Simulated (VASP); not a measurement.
# Nb32H (a cell with a defect) in VASP: a series of runs, part 2 of 2

VASP 6.6.1.

**3. Single point, PBE**

Contents of INCAR:

```
PREC = Accurate
ENCUT = 520
EDIFF = 1E-6
ISMEAR = 1
SIGMA = 0.1
LREAL = Auto
LASPH = T
NELM = 80
ALGO = Normal
ISIF = 2
LWAVE = F
LCHARG = T
GGA = PE
LELF = T
LVHAR = T
NBANDS = 230
```

Contents of KPOINTS:

```
regular mesh
0
Gamma
  1 1 1
```

Contents of POSCAR:

```
Nb32H
1.0
    0.0000000000      6.6171497900      6.6171497900
    6.6171497900      0.0000000000      6.6171497900
    6.6171497900      6.6171497900      0.0000000000
Nb H
32 1
Direct
   -0.0001732619     -0.0015921507     -0.0004056883
    0.1228550850      0.1276709047      0.1260554055
    0.2531880875      0.2473889140      0.2488532907
    0.3816028169      0.3726380811      0.3685357106
    0.0005364848      0.0013968250      0.4973443408
    0.1253084827      0.1265014435      0.6251232224
    0.2515237758      0.2420029092      0.7551495219
    0.3741168900      0.3746294974      0.8783640517
    0.0002699047      0.4991493475      0.0007991356
    0.1245408561      0.6243300562      0.1293606050
    0.2516875925      0.7521192142      0.2431053476
    0.3741799836      0.8774984977      0.3761806940
    0.0001255828      0.4972341725      0.5002440787
    0.1175255245      0.6366307449      0.6326560729
    0.2530093852      0.7490277774      0.7497756825
    0.3745630791      0.8756747518      0.8758836031
    0.5022153957     -0.0014632433     -0.0009879631
    0.6262573965      0.1236174223      0.1242281082
    0.7518864856      0.2476042635      0.2494942010
    0.8743559060      0.3759577883      0.3771495401
    0.5019926412     -0.0013464256      0.4967285923
    0.6217104238      0.1278606389      0.6256400613
    0.7510228207      0.2471510472      0.7510914303
    0.8725928358      0.3747172995      0.8782449672
    0.5009943261      0.4985775756     -0.0013873798
    0.6210309771      0.6249306924      0.1298856800
    0.7513401778      0.7500594149      0.2475770614
    0.8725335958      0.8766902192      0.3760786107
    0.5070587196      0.4965526857      0.4991249412
    0.6251780043      0.6252688289      0.6276222591
    0.7507763399      0.7489636259      0.7498017511
    0.8725376761      0.8784787536      0.8781367635
    0.2157843702      0.4492427396      0.5555397137
```

Potentials or basis: VASP PAW PBE potentials, release 64 (Nb_sv, H).

Started as:

```
> cat potpaw_PBE.64/Nb_sv/POTCAR potpaw_PBE.64/H/POTCAR > POTCAR
> mpirun -np 1 vasp_gam > vasp.out
```

OUTCAR:

```text
PREC = Accurate
   ENCUT = 520
   EDIFF = 1E-6
   ISMEAR = 1
   LREAL = Auto
   LASPH = T
   NELM = 80
   ISIF = 2
   GGA = PE

 ion  position               nearest neighbor table
   1  1.000  0.998  1.000-  32 2.82  18 2.85  10 2.86   6 2.86  16 2.86  24 2.88  28 2.88   2 2.89

   2  0.123  0.128  0.126-  19 2.83   7 2.84   5 2.84   9 2.84   3 2.85  11 2.87   1 2.89  17 2.90

   3  0.253  0.247  0.249-  12 2.83   8 2.83   2 2.85  18 2.85   4 2.85   6 2.88  10 2.88  20 2.89
[... 55 lines left out ...]
  31  0.751  0.749  0.750-  14 2.81  30 2.84  28 2.86  24 2.86  16 2.87  22 2.90  32 2.90  26 2.90

  32  0.873  0.878  0.878-  23 2.82   1 2.82  27 2.82  17 2.83   9 2.90  31 2.90  15 2.91   5 2.91

  33  0.216  0.449  0.556-   4 1.85  14 1.85   7 1.93

  LATTYP: Found a face centered cubic cell.
 ALAT       =    13.2342995800

  Lattice vectors:

 A1 = (   0.0000000000,   6.6171497900,   6.6171497900)
 A2 = (   6.6171497900,   0.0000000000,   6.6171497900)
 A3 = (   6.6171497900,   6.6171497900,   0.0000000000)

Analysis of symmetry for initial positions (statically):
[... 216 lines left out ...]
 fundamental gap:      0.1380732056
 Fermi energy:        10.1960193694

 k-point     1 :       0.0000    0.0000    0.0000
  band No.  band energies     occupation
      1     -43.3398      2.00000
      2     -43.2408      2.00000
      3     -43.2102      2.00000
      4     -43.2050      2.00000
      5     -43.1956      2.00000
      6     -43.1822      2.00000
[... 212 lines left out ...]
    219      12.0398     -0.00000
    220      12.0521     -0.00000
 [bands above 220 left out]

------------------------ aborting loop because EDIFF is reached ----------------------------------------

  FORCE on cell =-STRESS in cart. coord.  units (eV):
  Direction    XX          YY          ZZ          XY          YZ          ZX
  --------------------------------------------------------------------------------------
  -------------------------------------------------------------------------------------
  Total      -19.1615013    -17.6602683    -17.4434013     -0.0510663     -0.5892824      0.0790949
  in kB      -52.9782029    -48.8275559    -48.2279565     -0.1411895     -1.6292630      0.2186836
  external PRESSURE =     -50.0112384 kB  Pullay stress =       0.0000000 kB

 VOLUME and BASIS-vectors are now :
 -----------------------------------------------------------------------------
  energy-cutoff  :      520.00
  volume of cell :      579.49
      direct lattice vectors                 reciprocal lattice vectors
     0.000000000  6.617149790  6.617149790    -0.075561233  0.075561233  0.075561233
     6.617149790  0.000000000  6.617149790     0.075561233 -0.075561233  0.075561233
     6.617149790  6.617149790  0.000000000     0.075561233  0.075561233 -0.075561233

 POSITION                                       TOTAL-FORCE (eV/Angst)
 -----------------------------------------------------------------------------------
     13.22108     13.23047     13.22262        -0.010426      0.005061     -0.003301
      1.67895      1.64708      1.65777         0.006542     -0.000823      0.006578
      3.28371      3.32208      3.31239        -0.008132      0.010006      0.008127
      4.90446      4.96378      4.99092         0.016986      0.027240      0.032776
      3.30025      3.29455      0.01279        -0.012251      0.004652      0.002358
      4.97361      4.96572      1.66626        -0.006395      0.008835     -0.004896
[... 25 lines left out ...]
     11.62379     11.58448     11.58674         0.002207      0.018780      0.007868
      6.64880      5.10397      4.40058        -0.001870     -0.300199     -0.313340
 -----------------------------------------------------------------------------------
    total drift:                               -0.004610      0.000164     -0.002961

  FREE ENERGIE OF THE ION-ELECTRON SYSTEM (eV)
  ---------------------------------------------------
  free  energy   TOTEN  =      -346.1335891455 eV

  energy  without entropy=     -346.2491643729  energy(sigma->0) =     -346.17211422
```

OSZICAR:

```text
N       E                     dE             d eps       ncg     rms          rms(c)
DAV:   1     0.971437535878E+04    0.97144E+04   -0.24298E+05   460   0.203E+03
DAV:   2     0.940291353113E+03   -0.87741E+04   -0.86260E+04   546   0.953E+02
DAV:   3    -0.171817543276E+03   -0.11121E+04   -0.10495E+04   712   0.290E+02
[... 12 lines left out ...]
DAV:  16    -0.346133595826E+03    0.12162E-04   -0.65025E-05   712   0.327E-02    0.159E-02
DAV:  17    -0.346133592711E+03    0.31154E-05   -0.20049E-05   696   0.186E-02    0.837E-03
DAV:  18    -0.346133590818E+03    0.18931E-05   -0.28190E-06   344   0.784E-03    0.470E-03
DAV:  19    -0.346133589538E+03    0.12791E-05   -0.13322E-06   296   0.511E-03    0.181E-03
DAV:  20    -0.346133589146E+03    0.39289E-06   -0.73028E-07   272   0.418E-03
   1 F= -.34613359E+03 E0= -.34617211E+03  d E =0.115575E+00
```

Wall time 17 min (1 thread of Intel Xeon 8259CL, shared host); peak memory 0.69 GiB.

Results:

```yaml
Free_energy: -346.1336 eV
Pressure: -5.0 GPa
Largest_force: 0.434 eV/Å
Band_gap_on_the_k_mesh: zero (an odd number of electrons rules out a gap without spin polarisation)
```

Forces on the atoms (eV/Å):
```
Nb  -0.010  0.005 -0.003
Nb   0.007 -0.001  0.007
Nb  -0.008  0.010  0.008
Nb   0.017  0.027  0.033
Nb  -0.012  0.005  0.002
Nb  -0.006  0.009 -0.005
Nb   0.002  0.006  0.001
Nb   0.009  0.001  0.004
Nb  -0.008  0.009  0.002
Nb  -0.004 -0.011  0.004
Nb   0.016  0.014 -0.011
Nb   0.005  0.002  0.003
Nb   0.014  0.019  0.026
Nb  -0.027  0.032  0.025
Nb  -0.008  0.017  0.030
Nb   0.004  0.003  0.011
Nb  -0.014  0.008  0.008
Nb   0.021  0.005  0.010
Nb   0.001  0.022  0.010
Nb   0.000  0.020  0.012
Nb   0.001  0.006 -0.006
Nb   0.014  0.014  0.005
Nb  -0.015  0.001  0.006
Nb   0.012  0.003  0.016
Nb   0.000 -0.004 -0.001
Nb   0.007  0.001  0.021
Nb  -0.013  0.001  0.011
Nb  -0.003  0.007  0.007
Nb  -0.002  0.014  0.033
Nb   0.008  0.027  0.020
Nb  -0.007  0.010  0.018
Nb   0.002  0.019  0.008
H   -0.002 -0.300 -0.313
```

Caveat: the k points lie up to 0.82 Å⁻¹ apart, too coarse for converged energies and pressures of a metal.

The gap in the log of VASP goes by the Fermi energy; the results here count the filled bands.